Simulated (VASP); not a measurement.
# Ga (P6_3/mmc) in VASP: relaxation of cell and atoms with r2SCAN

Aim: the relaxation of cell and atoms of Ga with r2SCAN.

Program: VASP 6.6.1. These are calculated values, not measurements. Logs are shortened: lines on timing, memory, paths and dates and some standing lists are left out, and cuts for length are marked.

## Step 1: The cell of the first run

It takes space group P6_3/mmc (No. 194, hexagonal). Conventional cell: a = 2.717 Å, b = 2.717 Å, c = 4.203 Å, α = 90.00°, β = 90.00°, γ = 120.00°. Within 3.5 Å of Ga (site symmetry -6m2) lie 12 Ga at 2.62 to 2.72 Å.

This isn't the form of Ga at room conditions, which is orthorhombic.

## Step 2: Relaxation of cell and atoms, r2SCAN

Input file POSCAR:

```
Ga
1.0
    2.7165137407      0.0000000000      0.0000000000
   -1.3582568703      2.3525699092      0.0000000000
    0.0000000000      0.0000000000      4.2028728621
Ga
2
Direct
    0.3333333333      0.6666666667      0.2500000000
    0.6666666667      0.3333333333      0.7500000000
```

Input file INCAR.step1:

```
SYSTEM = Ga
PREC = Accurate
ENCUT = 600
ISMEAR = 0
SIGMA = 0.1
LREAL = .False.
LASPH = .True.
NELM = 80
GGA = PE
ALGO = Normal
EDIFF = 1E-4
LWAVE = .True.
LCHARG = .False.
```

Input file INCAR.step2:

```
SYSTEM = Ga
PREC = Accurate
ENCUT = 600
EDIFF = 1E-6
ISMEAR = 0
SIGMA = 0.1
LREAL = .False.
LASPH = .True.
NELM = 80
ALGO = Normal
ISIF = 3
LWAVE = .False.
LCHARG = .False.
METAGGA = R2SCAN
LMIXTAU = .True.
IBRION = 2
NSW = 80
EDIFFG = -0.05
ISTART = 1
```

Input file KPOINTS:

```
regular mesh
0
Gamma
  12 12 6
  0 0 0
```

Potentials or basis: VASP PAW PBE potentials, release 64 (Ga_d).

Run with:

```bash
> cat potpaw_PBE.64/Ga_d/POTCAR > POTCAR
> cp INCAR.step1 INCAR
> mpirun -np 1 vasp_std > vasp.out
> cp INCAR.step2 INCAR
> mpirun -np 1 vasp_std > vasp.out
```

OUTCAR:

```text
SYSTEM = Ga
   PREC = Accurate
   ENCUT = 600
   EDIFF = 1E-6
   ISMEAR = 0
   LREAL = .False.
   LASPH = .True.
   NELM = 80
   ISIF = 3
   METAGGA = R2SCAN
   IBRION = 2
   NSW = 80
   EDIFFG = -0.05
   ISTART = 1

 ion  position               nearest neighbor table
   1  0.333  0.667  0.250-   2 2.62   2 2.62   2 2.62   2 2.62   2 2.62   2 2.62
   2  0.667  0.333  0.750-   1 2.62   1 2.62   1 2.62   1 2.62   1 2.62   1 2.62

  LATTYP: Found a hexagonal cell.
 ALAT       =     2.7165137407
 C/A-ratio  =     1.5471568574

  Lattice vectors:

 A1 = (   2.7165137407,   0.0000000000,   0.0000000000)
 A2 = (  -1.3582568703,   2.3525699092,   0.0000000000)
 A3 = (   0.0000000000,   0.0000000000,   4.2028728621)

Analysis of symmetry for initial positions (statically):
=====================================================================
 Subroutine PRICEL returns:
 Original cell was already a primitive cell.

 Routine SETGRP: Setting up the symmetry group for a
 hexagonal supercell.

 Subroutine GETGRP returns: Found 24 space group operations
 (whereof 12 operations were pure point group operations)
 out of a pool of 24 trial point group operations.

The static configuration has the point symmetry D_3d.
 The point group associated with its full space group is D_6h.

Analysis of symmetry for dynamics (positions and initial velocities):
=====================================================================
 Subroutine PRICEL returns:
 Original cell was already a primitive cell.

 Routine SETGRP: Setting up the symmetry group for a
 hexagonal supercell.

 Subroutine GETGRP returns: Found 24 space group operations
 (whereof 12 operations were pure point group operations)
 out of a pool of 24 trial point group operations.

The dynamic configuration has the point symmetry D_3d.
 The point group associated with its full space group is D_6h.

 Subroutine INISYM returns: Found 24 space group operations
 (whereof 12 operations are pure point group operations),
 and found     1 'primitive' translations

----------------------------------------------------------------------------------------

                                     Primitive cell

  volume of cell :      26.8597

  direct lattice vectors                    reciprocal lattice vectors
     2.716513741  0.000000000  0.000000000     0.368118882  0.212533535  0.000000000
    -1.358256870  2.352569909  0.000000000     0.000000000  0.425067071  0.000000000
     0.000000000  0.000000000  4.202872862     0.000000000  0.000000000  0.237932489

  length of vectors
     2.716513741  2.716513741  4.202872862     0.425067071  0.425067071  0.237932489

  position of ions in fractional coordinates (direct lattice)
     0.333333333  0.666666667  0.250000000
     0.666666667  0.333333333  0.750000000

  ion indices of the primitive-cell ions
   primitive index   ion index
                 1           1
                 2           2

----------------------------------------------------------------------------------------

 KPOINTS: regular mesh

Automatic generation of k-mesh.
 Grid dimensions read from file:
 generate k-points for:   12   12    6

 Generating k-lattice:

  Cartesian coordinates                     Fractional coordinates (reciprocal lattice)
     0.030676573  0.017711128  0.000000000     0.083333333  0.000000000  0.000000000
     0.000000000  0.035422256  0.000000000     0.000000000  0.083333333  0.000000000
     0.000000000  0.000000000  0.039655415     0.000000000  0.000000000  0.166666667

  Length of vectors
     0.035422256  0.035422256  0.039655415

  Shift w.r.t. Gamma in fractional coordinates (k-lattice)
     0.000000000  0.000000000  0.000000000

 Subroutine IBZKPT returns following result:
 ===========================================

 Found     76 irreducible k-points:

 Following reciprocal coordinates:
            Coordinates               Weight
  0.000000  0.000000  0.000000      1.000000
  0.083333  0.000000  0.000000      6.000000
  0.166667  0.000000  0.000000      6.000000
  0.250000  0.000000  0.000000      6.000000
  0.333333  0.000000  0.000000      6.000000
  0.416667 -0.000000  0.000000      6.000000
[... 16 lines left out ...]
  0.250000  0.000000  0.166667     12.000000
  0.333333  0.000000  0.166667     12.000000
 [... further k-points ...]
   k-points           NKPTS =     76   k-points in BZ     NKDIM =     76   number of bands    NBANDS=     17
   number of dos      NEDOS =    301   number of ions     NIONS =      2
   total plane-waves  NPLWV =  20736
   dimension x,y,z NGX =    24 NGY =   24 NGZ =   36
   dimension x,y,z NGXF=    48 NGYF=   48 NGZF=   72
   ions per type =               2
   NGX,Y,Z   is equivalent  to a cutoff of  14.69, 14.69, 14.24 a.u.
   NGXF,Y,Z  is equivalent  to a cutoff of  29.38, 29.38, 28.48 a.u.
 SYSTEM =  Ga
   PREC   = accura    normal or accurate (medium, high low for compatibility)
   ISTART =      1    job   : 0-new  1-cont  2-samecut
   ICHARG =      0    charge: 1-file 2-atom 10-const
   ISPIN  =      1    spin polarized calculation?
   LNONCOLLINEAR =      F non collinear calculations
   LSORBIT =      F    spin-orbit coupling
   LASPH  =      T    aspherical Exc in radial PAW
   ENCUT  =  600.0 eV  44.10 Ry    6.64 a.u.   5.43  5.43  8.39*2*pi/ulx,y,z
   NELM   =     80;   NELMIN=  2; NELMDL=  0     # of ELM steps
   EDIFF  = 0.1E-05   stopping-criterion for ELM
   LREAL  =      F    real-space projection
   EDIFFG = -.5E-01   stopping-criterion for IOM
   NSW    =     80    number of steps for IOM
   IBRION =      2    ionic relax: 0-MD 1-quasi-New 2-CG
   NFREE  =      1    steps in history (QN), initial steepest desc. (CG)
   ISIF   =      3    stress and relaxation
   ISYM   =      2    0-nonsym 1-usesym 2-fastsym
   POTIM  = 0.5000    time-step for ionic-motion
   TEBEG  =    0.0;   TEEND  =   0.0 temperature during run
   PSTRESS=    0.0 pullay stress
   NELECT =      26.0000    total number of electrons
   NUPDOWN=      -1.0000    fix difference up-down
   EMIN   =  10.00;   EMAX   =-10.00  energy-range for DOS
   EFERMI =   0.00;   METHOD = LEGACY
   ISMEAR =     0;   SIGMA  =   0.10  broadening in eV -4-tet -1-fermi 0-gaus
   EFERMI_NEDOS =   21; number of points for ismear=-14 and -15
   IALGO  =     38    algorithm
   IMIX   =      4    mixing-type and parameters
     AMIX     =   0.40;   BMIX     =  1.00
     AMIX_MAG =   1.60;   BMIX_MAG =  1.00
  volume/ion in A,a.u.               =      13.43        90.63
  Fermi-wavevector in a.u.,A,eV,Ry     =   1.619443  3.060304 35.682588  2.622596
  Thomas-Fermi vector in A             =   2.713543
   LORBIT       =      0    0 simple, 1 ext, 2 COOP (PROOUT), +10 PAW based schemes
   METAGGA = R2SCAN    functional components
   LHFCALC =     F    Hartree Fock is set to
   AEXX    =    0.0000 exact exchange contribution
   IVDW    =     0    specifies the selected vdW correction
   LEPSILON=     F    determine dielectric tensor
   LRPA    =     F    only Hartree local field effects (RPA)
 conjugate gradient relaxation of ions
 non-spin polarized calculation
 Gauss-broadening in eV      SIGMA  =   0.10
  energy-cutoff  :      600.00
  volume of cell :       26.86
 maximum number of plane-waves:       923
 NGX is ok and might be reduce to    24
   NGX = 11   NGY = 11   NGZ = 17

--------------------------------------- Ionic step        1  -------------------------------------------

 number of electron      25.9999998 magnetization

 Free energy of the ion-electron system (eV)
  ---------------------------------------------------
  ext. energy  EPLUGINS =         0.00000000
  ---------------------------------------------------
  free energy    TOTEN  =       -21.82973661 eV

  energy without entropy =      -21.82744502  energy(sigma->0) =      -21.82859082

------------------------ aborting loop because EDIFF is reached ----------------------------------------

  FORCE on cell =-STRESS in cart. coord.  units (eV):
  Direction    XX          YY          ZZ          XY          YZ          ZX
  --------------------------------------------------------------------------------------
  -------------------------------------------------------------------------------------
  Total        5.3053633      5.3053633      6.9585770      0.0000000      0.0000000      0.0000000
  in kB      316.4645123    316.4645123    415.0785821      0.0000000      0.0000000      0.0000000
  external PRESSURE =     349.3358689 kB  Pullay stress =       0.0000000 kB

 VOLUME and BASIS-vectors are now :
 -----------------------------------------------------------------------------
  energy-cutoff  :      600.00
  volume of cell :       26.86
      direct lattice vectors                 reciprocal lattice vectors
     2.716513741  0.000000000  0.000000000     0.368118882  0.212533535  0.000000000
    -1.358256870  2.352569909  0.000000000     0.000000000  0.425067071  0.000000000
     0.000000000  0.000000000  4.202872862     0.000000000  0.000000000  0.237932489
[... 73 lines left out ...]
 POSITION                                       TOTAL-FORCE (eV/Angst)
 -----------------------------------------------------------------------------------
     -0.00000      1.70778      1.17321         0.000000     -0.000000      0.000000
      1.47898      0.85389      3.51962        -0.000000      0.000000      0.000000
 -----------------------------------------------------------------------------------
    total drift:                                0.000000     -0.000000      0.000000

  FREE ENERGIE OF THE ION-ELECTRON SYSTEM (eV)
  ---------------------------------------------------
  free  energy   TOTEN  =       -22.5807844524 eV

  energy  without entropy=      -22.5784520832  energy(sigma->0) =      -22.57961827

--------------------------------------- Ionic step        4  -------------------------------------------

 number of electron      25.9999996 magnetization

 Free energy of the ion-electron system (eV)
  ---------------------------------------------------
  ext. energy  EPLUGINS =         0.00000000
  ---------------------------------------------------
  free energy    TOTEN  =       -22.58110366 eV

  energy without entropy =      -22.57859682  energy(sigma->0) =      -22.57985024

 E-fermi :   5.9652     XC(G=0): -12.4884

 val. band max:        5.9188586395   @ k =   0.4167  -0.0000   0.0000
 cond. band min:       5.9931906796   @ k =   0.1667   0.1667   0.1667
 fundamental gap:      0.0743320401
 Fermi energy:         5.9651780326

 k-point     1 :       0.0000    0.0000    0.0000
  band No.  band energies     occupation
      1      -9.6712      2.00000
      2      -9.5481      2.00000
      3      -9.5447      2.00000
      4      -9.5447      2.00000
      5      -9.5149      2.00000
      6      -9.5149      2.00000
[... 9 lines left out ...]
     16      18.3473      0.00000
     17      18.3474      0.00000
[... 441 lines left out ...]
 k-point    24 :       0.3333    0.0000    0.1667
  band No.  band energies     occupation
      1      -9.7046      2.00000
      2      -9.6395      2.00000
      3      -9.5800      2.00000
      4      -9.5417      2.00000
      5      -9.4907      2.00000
      6      -9.4507      2.00000
[... 9 lines left out ...]
     16      11.9246      0.00000
     17      14.4394      0.00000

 [... further k-points ...]
[... 5 lines left out ...]
  --------------------------------------------------------------------------------------
  -------------------------------------------------------------------------------------
  Total       -0.0003768     -0.0003768     -0.0468611     -0.0000000      0.0000000      0.0000000
  in kB       -0.0168206     -0.0168206     -2.0917773     -0.0000000      0.0000000      0.0000000
  external PRESSURE =      -0.7084728 kB  Pullay stress =       0.0000000 kB

 VOLUME and BASIS-vectors are now :
 -----------------------------------------------------------------------------
  energy-cutoff  :      600.00
  volume of cell :       35.89
      direct lattice vectors                 reciprocal lattice vectors
     2.966400180  0.000000000  0.000000000     0.337108933  0.194629933 -0.000000000
    -1.483200090  2.568977914  0.000000000    -0.000000000  0.389259867  0.000000000
     0.000000000  0.000000000  4.709959706     0.000000000 -0.000000000  0.212316041

 POSITION                                       TOTAL-FORCE (eV/Angst)
 -----------------------------------------------------------------------------------
     -0.00000      1.71265      1.17749         0.000000     -0.000000     -0.000000
      1.48320      0.85633      3.53247        -0.000000      0.000000      0.000000
 -----------------------------------------------------------------------------------
    total drift:                                0.000000     -0.000000      0.000000

  FREE ENERGIE OF THE ION-ELECTRON SYSTEM (eV)
  ---------------------------------------------------
  free  energy   TOTEN  =       -22.5811036574 eV

  energy  without entropy=      -22.5785968200  energy(sigma->0) =      -22.57985024

 reached required accuracy - stopping structural energy minimisation
```

Wall time 13 min (1 thread of AMD EPYC 7R43 (Zen 3), shared host); peak memory 0.16 GiB.

Results:

```yaml
Free_energy: -22.5811 eV
Relaxed_volume: 17.95 Å³/atom
Relaxed_cell: a = 2.966 Å, b = 2.966 Å, c = 4.710 Å, α = 90.00°, β = 90.00°, γ = 120.00°
Space_group_after_relaxing_to_0.1_Å: P6_3/mmc (No. 194)
Energy_gained_by_relaxing: 375.7 meV/atom
Ionic_steps: 4
Pressure_after_relaxing: -0.1 GPa
Band_gap_on_the_k_mesh: zero (bands 13 and 14 overlap by 8.55 eV)
```

Stress tensor (GPa, compression positive):
```
 0.00  0.00  0.00
 0.00  0.00  0.00
 0.00  0.00 -0.21
```

Step by step:
```csv
step,energy change (eV),largest force (eV/Å),pressure (GPa),volume (Å³)
1,0.0000,0.0000,34.93,26.86
2,-0.6807,0.0000,-4.98,39.91
3,-0.7510,0.0000,0.48,35.56
4,-0.7514,0.0000,-0.07,35.89
```

Final structure:
```cif
data_structure
_symmetry_space_group_name_H-M 'P 1'
_symmetry_Int_Tables_number 1
_cell_length_a 2.9664
_cell_length_b 2.9664
_cell_length_c 4.7100
_cell_angle_alpha 90.000
_cell_angle_beta 90.000
_cell_angle_gamma 120.000
_cell_volume 35.89
loop_
_atom_site_label
_atom_site_type_symbol
_atom_site_fract_x
_atom_site_fract_y
_atom_site_fract_z
_atom_site_occupancy
Ga1 Ga 0.33333 0.66667 0.25000 1
Ga2 Ga 0.66667 0.33333 0.75000 1
```

Caveat: the volume moved by over 15 % at a fixed basis, so the end points are rough; the PAW data sets were made with another functional, which shifts forces and pressure a little. Zero-point motion and thermal expansion aren't in these numbers.

The gap in the log of VASP goes by the Fermi energy; the results here count the filled bands.